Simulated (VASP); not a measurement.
Fe:

```
CELL_PARAMETERS angstrom
-1.37485 1.37485 1.37485
1.37485 -1.37485 1.37485
1.37485 1.37485 -1.37485
ATOMIC_POSITIONS crystal
Fe 0.00000 0.00000 0.00000
```

Base run:

```yaml
Program: VASP 6.6.1
Functional: LDA
Potentials_or_basis: VASP PAW LDA potentials, release 64 (Fe)
Cutoff: 520 eV
k_mesh: 22 × 22 × 22
Occupations: gaussian, width 0.05 eV
Spin: collinear spin, ferromagnetic start
Starting_moments: "[2.18] μB"
```

Its results: pressure -1.0 GPa.

The run is repeated on the same cell with these changes: spin from collinear spin, ferromagnetic start to no spin polarisation; further incar settings from ALGO = Fast; EDIFF = 1e-08; NBANDS = 14 to ALGO = Normal; EDIFF = 1e-07; NBANDS = 10. What comes out?

Pressure -16.8 GPa.

Caveats: the cell stands under tension (at least some runs).
